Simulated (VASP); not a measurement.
# SiC6 in VASP: a series of runs

Runs on SiC6. Level: PBE. Tasks: single point.

Program: VASP 6.6.1. These are calculated values, not measurements. Logs are shortened: lines on timing, memory, paths and dates and some standing lists are left out, and cuts for length are marked.

**1. The cell of the first run**

The cell holds a disordered packing, 14 atoms: a = 5.263 Å, b = 5.133 Å, c = 5.339 Å, α = 87.44°, β = 86.81°, γ = 90.85°.

**2. Single point, PBE**

File INCAR:

```
SYSTEM = SiC6
PREC     = Accurate       ! precision mode
ENCUT    = 520            ! plane-wave cutoff, eV
EDIFF    = 1E-6           ! SCF threshold, eV
ISMEAR   = -1             ! smearing method
SIGMA    = 0.1379         ! smearing width, eV
LREAL    = .FALSE.        ! projectors in reciprocal space
LASPH    = .TRUE.         ! aspherical terms in the spheres
NELM     = 120            ! most SCF steps
ALGO     = Normal         ! electronic algorithm
ISIF     = 2              ! what is computed and relaxed
LWAVE    = .FALSE.        ! write WAVECAR
LCHARG   = .TRUE.         ! write CHGCAR
GGA      = PE             ! functional
LELF     = .TRUE.         ! ELF
LVHAR    = .TRUE.       
ISYM     = -1           
NBANDS   = 41             ! bands
GGA_COMPAT= .FALSE.
```

File KPOINTS:

```
explicit points
1
Reciprocal
  0.25000000   0.25000000   0.25000000 1
```

File POSCAR:

```
SiC6
1.0
    5.2607330000     -0.0401340000      0.1481530000
   -0.0401340000      5.1317960000      0.1176100000
    0.1481530000      0.1176100000      5.3357620000
Si C
2 12
Direct
    0.5215913691      1.0620588459      0.7489942267
    1.1182788334      0.7125749639      0.0848792908
    0.7836275429      0.9705041538      0.4824400404
    0.6274774860      0.8227786964      0.0863086332
    0.3373561465      0.1908466146      0.1763502953
    0.3723590162      0.9330825590      0.1690750178
    0.6140917339      0.5905748840      0.9652081474
    1.0309837775      0.9658951023      0.6291121563
    0.1688038069      0.7083852760      0.6966418325
    0.8061853671      0.8644591055      0.2651531654
    0.1675031807      1.1905449384      0.6745244468
    0.1881959778      0.4699568283      0.5577373164
    0.1914785479      0.4061544541      0.2878921611
    0.5000483431      0.3724422974      0.9478024693
```

Potentials or basis: VASP PAW PBE potentials, release 64 (Si, C).

On the command line:

```console
cat potpaw_PBE.64/Si/POTCAR potpaw_PBE.64/C/POTCAR > POTCAR
mpirun -np 1 vasp_std > vasp.out
```

OUTCAR:

```text
SYSTEM = SiC6
   PREC = Accurate
   ENCUT = 520
   EDIFF = 1E-6
   ISMEAR = -1
   LREAL = .FALSE.
   LASPH = .TRUE.
   NELM = 120
   ISIF = 2
   GGA = PE
   ISYM = -1

 ion  position               nearest neighbor table
   1  0.522  0.062  0.749-  14 1.95   3 2.00  11 2.04   4 2.24   6 2.40   5 2.55
   2  0.118  0.713  0.085-   6 1.83  13 1.93  10 2.04   9 2.08
   3  0.784  0.971  0.482-  10 1.30   8 1.56   1 2.00
   4  0.627  0.823  0.086-   7 1.38  10 1.40   6 1.52   1 2.24
   5  0.337  0.191  0.176-   6 1.34  13 1.48  14 1.69   1 2.55
   6  0.372  0.933  0.169-   5 1.34   4 1.52   2 1.83   1 2.40
   7  0.614  0.591  0.965-  14 1.27   4 1.38
   8  0.031  0.966  0.629-  11 1.39   9 1.56   3 1.56
   9  0.169  0.708  0.697-  12 1.46   8 1.56   2 2.08
  10  0.806  0.864  0.265-   3 1.30   4 1.40   2 2.04
  11  0.168  0.191  0.675-   8 1.39  12 1.54   1 2.04
  12  0.188  0.470  0.558-   9 1.46  13 1.49  11 1.54
  13  0.191  0.406  0.288-   5 1.48  12 1.49   2 1.93
  14  0.500  0.372  0.948-   7 1.27   5 1.69   1 1.95

IMPORTANT INFORMATION: All symmetrisations will be switched off!
NOSYMM: (Re-)initialisation of all symmetry stuff for point group C_1.

----------------------------------------------------------------------------------------

                                     Primitive cell

  volume of cell :     143.8542

  direct lattice vectors                    reciprocal lattice vectors
     5.260733000 -0.040134000  0.148153000     0.190249624  0.001609753 -0.005317961
    -0.040134000  5.131796000  0.117610000     0.001609753  0.194975659 -0.004342318
     0.148153000  0.117610000  5.335762000    -0.005317961 -0.004342318  0.187658027

  length of vectors
     5.262971760  5.133300404  5.339113929     0.190330743  0.195030650  0.187783577

  position of ions in fractional coordinates (direct lattice)
     0.521591369  0.062058846  0.748994227
     0.118278833  0.712574964  0.084879291
     0.783627543  0.970504154  0.482440040
     0.627477486  0.822778696  0.086308633
     0.337356146  0.190846615  0.176350295
     0.372359016  0.933082559  0.169075018
     0.614091734  0.590574884  0.965208147
     0.030983777  0.965895102  0.629112156
     0.168803807  0.708385276  0.696641832
     0.806185367  0.864459106  0.265153165
     0.167503181  0.190544938  0.674524447
     0.188195978  0.469956828  0.557737316
     0.191478548  0.406154454  0.287892161
     0.500048343  0.372442297  0.947802469

  ion indices of the primitive-cell ions
   primitive index   ion index
                 1           1
                 2           2
                 3           3
                 4           4
                 5           5
                 6           6
                 7           7
                 8           8
                 9           9
                10          10
                11          11
                12          12
                13          13
                14          14

----------------------------------------------------------------------------------------

 KPOINTS: explicit points

Read explicit list of k-points.

 Found      1 k-points:

 Following reciprocal coordinates:
            Coordinates               Weight
  0.250000  0.250000  0.250000      1.000000
   k-points           NKPTS =      1   k-points in BZ     NKDIM =      1   number of bands    NBANDS=     41
   number of dos      NEDOS =    301   number of ions     NIONS =     14
   total plane-waves  NPLWV =  64000
   dimension x,y,z NGX =    40 NGY =   40 NGZ =   40
   dimension x,y,z NGXF=    80 NGYF=   80 NGZF=   80
   ions per type =               2  12
   NGX,Y,Z   is equivalent  to a cutoff of  12.64, 12.95, 12.45 a.u.
   NGXF,Y,Z  is equivalent  to a cutoff of  25.27, 25.91, 24.91 a.u.
 SYSTEM =  SiC6
   PREC   = accura    normal or accurate (medium, high low for compatibility)
   ISTART =      0    job   : 0-new  1-cont  2-samecut
   ICHARG =      2    charge: 1-file 2-atom 10-const
   ISPIN  =      1    spin polarized calculation?
   LNONCOLLINEAR =      F non collinear calculations
   LSORBIT =      F    spin-orbit coupling
   LASPH  =      T    aspherical Exc in radial PAW
   ENCUT  =  520.0 eV  38.22 Ry    6.18 a.u.   9.79  9.54  9.93*2*pi/ulx,y,z
   NELM   =    120;   NELMIN=  2; NELMDL= -5     # of ELM steps
   EDIFF  = 0.1E-05   stopping-criterion for ELM
   LREAL  =      F    real-space projection
   EDIFFG = 0.1E-04   stopping-criterion for IOM
   NSW    =      0    number of steps for IOM
   IBRION =     -1    ionic relax: 0-MD 1-quasi-New 2-CG
   NFREE  =      0    steps in history (QN), initial steepest desc. (CG)
   ISIF   =      2    stress and relaxation
   ISYM   =     -1    0-nonsym 1-usesym 2-fastsym
   POTIM  = 0.5000    time-step for ionic-motion
   TEBEG  =    0.0;   TEEND  =   0.0 temperature during run
   PSTRESS=    0.0 pullay stress
   NELECT =      56.0000    total number of electrons
   NUPDOWN=      -1.0000    fix difference up-down
   EMIN   =  10.00;   EMAX   =-10.00  energy-range for DOS
   EFERMI =   0.00;   METHOD = LEGACY
   ISMEAR =    -1;   SIGMA  =   0.14  broadening in eV -4-tet -1-fermi 0-gaus
   EFERMI_NEDOS =   21; number of points for ismear=-14 and -15
   IALGO  =     38    algorithm
   IMIX   =      4    mixing-type and parameters
     AMIX     =   0.40;   BMIX     =  1.00
     AMIX_MAG =   1.60;   BMIX_MAG =  1.00
  volume/ion in A,a.u.               =      10.28        69.34
  Fermi-wavevector in a.u.,A,eV,Ry     =   1.195354  2.258892 19.440982  1.428872
  Thomas-Fermi vector in A             =   2.331322
   LORBIT       =      0    0 simple, 1 ext, 2 COOP (PROOUT), +10 PAW based schemes
   GGA     = PE    functional components
   LHFCALC =     F    Hartree Fock is set to
   AEXX    =    0.0000 exact exchange contribution
   IVDW    =     0    specifies the selected vdW correction
   LEPSILON=     F    determine dielectric tensor
   LRPA    =     F    only Hartree local field effects (RPA)
 non-spin polarized calculation
  energy-cutoff  :      520.00
  volume of cell :      143.85
 maximum number of plane-waves:      3877
 NGX is ok and might be reduce to    40
   NGX = 19   NGY = 19   NGZ = 19

 number of electron      56.0000002 magnetization

 Free energy of the ion-electron system (eV)
  ---------------------------------------------------
  ext. energy  EPLUGINS =         0.00000000
  ---------------------------------------------------
  free energy    TOTEN  =      -108.15461208 eV

  energy without entropy =     -108.14075201  energy(sigma->0) =     -108.14768205

 E-fermi :   5.2245     XC(G=0): -10.2426

 val. band max:        4.4538225644   @ k =   0.2500   0.2500   0.2500
 cond. band min:       6.0041760288   @ k =   0.2500   0.2500   0.2500
 fundamental gap:      1.5503534644
 Fermi energy:         5.2245318921

 k-point     1 :       0.2500    0.2500    0.2500
  band No.  band energies     occupation
      1     -12.9616      2.00000
      2     -11.8571      2.00000
      3     -10.9111      2.00000
      4     -10.1241      2.00000
      5      -9.1901      2.00000
      6      -8.4542      2.00000
[... 32 lines left out ...]
     39      11.3843      0.00000
     40      12.0637      0.00000
 [bands above 40 left out]

------------------------ aborting loop because EDIFF is reached ----------------------------------------

  FORCE on cell =-STRESS in cart. coord.  units (eV):
  Direction    XX          YY          ZZ          XY          YZ          ZX
  --------------------------------------------------------------------------------------
  -------------------------------------------------------------------------------------
  Total        2.7381007     -9.4373212     -6.2200280      4.8173205     -3.2922179      6.1151081
  in kB       30.4956166   -105.1082330    -69.2756071     53.6529419    -36.6671005     68.1070600
  external PRESSURE =     -47.9627411 kB  Pullay stress =       0.0000000 kB

 VOLUME and BASIS-vectors are now :
 -----------------------------------------------------------------------------
  energy-cutoff  :      520.00
  volume of cell :      143.85
      direct lattice vectors                 reciprocal lattice vectors
     5.260733000 -0.040134000  0.148153000     0.190249624  0.001609753 -0.005317961
    -0.040134000  5.131796000  0.117610000     0.001609753  0.194975659 -0.004342318
     0.148153000  0.117610000  5.335762000    -0.005317961 -0.004342318  0.187658027

 POSITION                                       TOTAL-FORCE (eV/Angst)
 -----------------------------------------------------------------------------------
      2.85243      0.38563      4.08103        -1.078690      0.537395     -0.631561
      0.60621      3.66203      0.55422        -0.605140     -1.071229      0.193275
      4.15498      5.00572      2.80442         0.993984      0.890532      3.891174
      3.28076      4.20730      0.65025        -3.934043      1.603445     -0.853713
      1.79321      0.98659      1.01339        -0.793995      4.854000      0.252572
      1.94648      4.79333      1.06705         0.219218     -0.305083     -0.736843
      3.34987      3.11958      5.31056         1.281573     -0.175320      0.075403
      0.21744      5.02952      3.47498         0.917373     -0.766355     -1.335682
      0.96281      3.71045      3.82544        -2.053766      0.931200      0.971537
      4.24571      4.43506      1.63590         2.544467     -1.157531     -2.482016
      0.97348      1.05045      3.64633         1.449563      0.083950     -0.893815
      1.05382      2.46977      3.05911        -2.202807     -2.813027     -0.481619
      1.03367      2.11048      1.61226         1.086372      0.550642      1.151565
      2.75609      2.00270      5.17513         2.175891     -3.162617      0.879722
 -----------------------------------------------------------------------------------
    total drift:                                0.000023      0.000197      0.000194

  FREE ENERGIE OF THE ION-ELECTRON SYSTEM (eV)
  ---------------------------------------------------
  free  energy   TOTEN  =      -108.1546120812 eV

  energy  without entropy=     -108.1407520113  energy(sigma->0) =     -108.14768205
```

It took 26 s on 1 thread of Intel Xeon Platinum 8259CL at 2.50GHz (Skylake/Cascade Lake), shared host; peak memory 0.22 GiB.

What came out:

- Free energy: -108.1546 eV
- Pressure: -4.8 GPa
- Largest force: 4.925 eV/Å

Forces in eV/Å, atoms in the order of the input:
```
Si  -1.079  0.537 -0.632
Si  -0.605 -1.071  0.193
C    0.994  0.891  3.891
C   -3.934  1.603 -0.854
C   -0.794  4.854  0.253
C    0.219 -0.305 -0.737
C    1.282 -0.175  0.075
C    0.917 -0.766 -1.336
C   -2.054  0.931  0.972
C    2.544 -1.158 -2.482
C    1.450  0.084 -0.894
C   -2.203 -2.813 -0.482
C    1.086  0.551  1.152
C    2.176 -3.163  0.880
```

Levels at points of the mesh, in eV from the Fermi level:
```csv
k point,band 26,band 27,band 28,band 29,band 30,band 31
"(0.25, 0.25, 0.25)",-1.90,-1.58,-0.77,0.78,1.15,1.64
```

Caveat: the atoms stand as in a frame of molecular dynamics.

**3. Single point, PBE**

File INCAR:

```
ALGO = Normal
EDIFF = 1E-6
ENCUT = 520
GGA = PE
GGA_COMPAT = False
ISIF = 2
ISMEAR = -1
ISYM = -1
LASPH = True
LCHARG = False
LREAL = False
LWAVE = False
NBANDS = 41
NELM = 120
PREC = Accurate
SIGMA = 0.05
```

KPOINTS is that of step 2.

File POSCAR:

```
SiC6
1.0
    5.2607330000     -0.0401340000      0.1481530000
   -0.0401340000      5.1317960000      0.1176100000
    0.1481530000      0.1176100000      5.3357620000
Si C
2 12
Direct
    0.5446993613      0.0544948682      0.7498207405
    0.1100570833      0.6989643316      0.1067228107
    0.7961838861      0.9336230782      0.4928566076
    0.6016566812      0.8539747063      0.0533790286
    0.3591833287      0.2305390510      0.1815073863
    0.3529057167      0.9592105856      0.1485032883
    0.6197654251      0.5999562614      0.9454767730
    0.0475283374      0.8972666000      0.6219314147
    0.0940698095      0.6367350512      0.7370122330
    0.8217106749      0.8776381682      0.2409446061
    0.1743084607      0.1145628423      0.6750494011
    0.1284536328      0.3882628435      0.5832637618
    0.1976753786      0.4159925050      0.3193931665
    0.5411257684      0.3625758460      0.9523022295
```

Potentials or basis: VASP PAW PBE potentials, release 64 (Si, C).

On the command line:

```console
cat potpaw_PBE.64/Si/POTCAR potpaw_PBE.64/C/POTCAR > POTCAR
mpirun -np 1 vasp_std > vasp.out
```

Run time: 21 s. Hardware: 1 thread of Intel Xeon Platinum 8259CL at 2.50GHz (Skylake/Cascade Lake), shared host; peak memory 0.22 GiB.

It converged, with:

```yaml
Free_energy: -110.7455 eV
Pressure: -8.7 GPa
Largest_force: 2.102 eV/Å
```

Forces in eV/Å, atoms in the order of the input:
```
Si  -0.215  1.376 -0.928
Si  -0.177  0.745  0.055
C    0.376  0.055 -1.700
C    0.676 -0.781  1.227
C   -1.375  1.130 -0.379
C    0.778 -0.050  0.159
C    0.328  1.330  0.437
C   -1.565 -1.098 -0.074
C   -0.125 -1.816 -0.262
C   -1.570 -0.539  0.489
C    1.566  1.299  0.530
C    0.380  1.701  0.626
C    0.797 -1.555 -0.804
C    0.128 -1.798  0.626
```

Stress tensor (GPa, compression positive):
```
 -0.62   5.42   3.82
  5.42 -10.77 -11.35
  3.82 -11.35 -14.60
```

Levels at points of the mesh, in eV from the Fermi level:
| k point | band 26 | band 27 | band 28 | band 29 | band 30 | band 31 |
| --- | --- | --- | --- | --- | --- | --- |
| (0.25, 0.25, 0.25) | -2.13 | -1.52 | -0.78 | 0.78 | 1.36 | 1.64 |

Caveat: the atoms stand as in a frame of molecular dynamics.
